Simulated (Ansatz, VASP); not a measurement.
**One calculation of TiTe2, two programs**

```xyz
3
Lattice="3.6761 0.0000 0.0000 -1.8380 3.1836 0.0000 0.0000 0.0000 6.3019" Properties=species:S:1:pos:R:3 pbc="T T T"
Ti    0.0000    0.0000    0.0000
Te    1.8380    1.0612    1.6993
Te    0.0000    2.1224    4.6026
```

Alike in both runs: functional LDA; k mesh 8 × 8 × 4; no spin polarisation.

Ansatz relaxed the structure, and its values are those at the end. VASP's run is a single point on that final structure, the one shown.

|  | VASP | Ansatz |
| --- | --- | --- |
| version | VASP 6.6.1 | Ansatz 0.2.0 |
| potentials or method | VASP PAW LDA potentials, release 64 (Ti_sv, Te) | plane waves, PAW |
| plane-wave cutoff (eV) | 520 | 420 |
| occupations | methfessel-paxton of order 1, width 0.1 eV | cold |
| valence electrons in the cell | 24 | 44 |

|  | VASP | Ansatz | Ansatz less VASP |
| --- | --- | --- | --- |
| pressure (GPa) | 0.1 | 0.0 | -0.12 |
| rms of the force components (eV/Å) | 0.015 | 0.000 | -0.0150 |

LDA's correlation is that of Perdew and Zunger in VASP and of Perdew and Wang (1992) in Ansatz. VASP's potentials hold 24 valence electrons a cell and Ansatz's 44, so a difference there can come from the potentials and not from the codes.

Spin-orbit coupling is off throughout.
